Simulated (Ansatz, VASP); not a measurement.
## Two plane-wave programs on PbS

INCAR

```
PREC = Accurate
ENCUT = 520
EDIFF = 1E-6
ISMEAR = -1
SIGMA = 0.05
LREAL = F
LASPH = T
NELM = 100
ALGO = Normal
ISIF = 2
LWAVE = F
LCHARG = F
GGA = RP
NBANDS = 28
```

Contents of KPOINTS:

```
Automatic mesh
0
Gamma
  7 7 6
```

Contents of POSCAR:

```
PbS
1.0
    2.0518417802     -5.9103234677      0.0000000000
    2.0518417802      5.9103234677      0.0000000000
    0.0000000000      0.0000000000      4.2214851889
Pb S
2 2
Direct
    0.1305633500      0.8694366500      0.2500000000
    0.8694366500      0.1305633500      0.7500000000
    0.3547970900      0.6452029100      0.2500000000
    0.6452029100      0.3547970900      0.7500000000
```

The input input.yaml:

```yaml
crystal:
  lattice:
    - [2.0518417802, -5.9103234677, 0.0]
    - [2.0518417802, 5.9103234677, 0.0]
    - [0.0, 0.0, 4.2214851889]
  atoms:
    - { symbol: Pb, position: [0.13056335, 0.86943665, 0.25] }
    - { symbol: Pb, position: [0.86943665, 0.13056335, 0.75] }
    - { symbol: S, position: [0.35479709, 0.64520291, 0.25] }
    - { symbol: S, position: [0.64520291, 0.35479709, 0.75] }
hamiltonian:
  xc: rpbe
  pseudopotentials: { kind: paw }
kpoints:
  mp_grid: { grid: [7, 7, 6] }
scf:
  occupations: { method: fermi_dirac, width: 0.05 }
output:
  forces: true
  stress: true
  eigenvalues: true
```

Alike in both runs: task single point; functional RPBE; k mesh 7 × 7 × 6; occupations fermi-dirac, width 0.05 eV; no spin polarisation.

|  | VASP | Ansatz |
| --- | --- | --- |
| version | VASP 6.6.1 | Ansatz 0.2.0 |
| potentials or method | VASP PAW PBE potentials, release 64 (Pb_d, S) | Ansatz PAW |
| plane-wave cutoff (eV) | 520 | 420 |
| valence electrons in the cell | 40 | 40 |

VASP gave:

```
gap on the k mesh at the Fermi level (eV)                     : 1.25
least direct gap on the mesh (eV)                             : 1.52
pressure (GPa)                                                : 5.4
traceless stress, the component that is largest in VASP (GPa) : 0.18
rms of the force components (eV/Å)                            : 0.193
```

Problem. Estimate Ansatz's values.

Solution. gap on the k mesh at the Fermi level (eV): 1.25; least direct gap on the mesh (eV): 1.52; pressure (GPa): 5.5; traceless stress, the component that is largest in VASP (GPa): 0.21; rms of the force components (eV/Å): 0.196.

VASP's potentials were made for PBE, not for RPBE. Atom by atom the forces differ by 0.004 eV/Å (rms over components). With one functional, cell and mesh, what is left measures potentials, basis and numerics.

Neither program's run includes spin-orbit coupling. Noted on Ansatz's run: odd divisions of the mesh miss points on the zone boundary, where band edges often lie, so the gap on the mesh can be too wide.
